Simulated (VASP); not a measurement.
# In2O: single point with PBE

In2O:

```
CELL_PARAMETERS angstrom
5.03357 0.00000 0.00000
0.00000 5.03357 0.00000
0.00000 0.00000 5.03357
ATOMIC_POSITIONS crystal
In 0.75000 0.75000 0.75000
In 0.75000 0.25000 0.25000
In 0.25000 0.25000 0.75000
In 0.25000 0.75000 0.25000
O 0.00000 0.00000 0.00000
O 0.50000 0.50000 0.50000
```

The cell was built from a structure type or drawn by symmetry, and may not be a known phase.

| Item | Value |
| --- | --- |
| Program | VASP 6.6.1 |
| Task | single point |
| Functional | PBE |
| Potentials or basis | VASP PAW PBE potentials, release 64 (In_d, O) |
| Cutoff | 600 eV |
| k mesh | 4 × 4 × 4 |
| Occupations | gaussian, width 0.1 eV |
| Spin | collinear spin, ferromagnetic start |
| Starting moments | [0.0, 0.0, 0.0, 0.0, 1.0, 1.0] μB |
| Dipole correction | no |
| Further INCAR settings | ALGO = Normal; EDIFF = 1e-06; NBANDS = 45 |

```
Pressure                                              : 3.4 GPa
Band gap on the k mesh                                : zero (filled and empty bands overlap)
Net moment                                            : 0.00 μB per cell
Valence electrons inside the program's atomic spheres : In 11.27; O 5.00
```

Levels at points of the mesh, in eV from the Fermi level:
Spin up:
| k point | band 30 | band 31 | band 32 | band 33 | band 34 | band 35 |
| --- | --- | --- | --- | --- | --- | --- |
| (0.00, 0.00, 0.00) | -1.80 | -1.80 | 1.32 | 1.32 | 1.32 | 3.48 |
| (0.50, 0.00, 0.00) | -2.35 | -0.06 | -0.06 | 0.78 | 0.78 | 2.77 |
| (0.50, 0.50, 0.00) | -2.87 | -0.41 | -0.41 | 0.99 | 0.99 | 2.89 |
| (0.50, 0.50, 0.50) | -0.71 | -0.71 | -0.71 | -0.33 | -0.33 | -0.33 |
Spin down:
| k point | band 28 | band 29 | band 30 | band 31 | band 32 | band 33 | band 34 | band 35 | band 36 | band 37 |
| --- | --- | --- | --- | --- | --- | --- | --- | --- | --- | --- |
| (0.00, 0.00, 0.00) | -4.81 | -4.81 | -1.80 | -1.80 | 1.32 | 1.32 | 1.32 | 3.48 | 3.48 | 3.48 |
| (0.50, 0.00, 0.00) | -4.76 | -2.35 | -2.35 | -0.06 | -0.06 | 0.78 | 0.78 | 2.77 | 2.77 | 3.03 |
| (0.50, 0.50, 0.00) | -4.64 | -2.87 | -2.87 | -0.41 | -0.41 | 0.99 | 0.99 | 2.89 | 2.89 | 3.63 |
| (0.50, 0.50, 0.50) | -5.55 | -0.76 | -0.71 | -0.71 | -0.71 | -0.33 | -0.33 | -0.33 | 2.13 | 6.78 |

Wall time 2.6 min on 1 thread of Intel(R) Xeon(R) 6975P-C (Granite Rapids), with other jobs on the host, peak memory 0.33 GiB.

Caveat: the cell stands under pressure; spin-orbit coupling is left out, which moves the levels of the heavy elements.
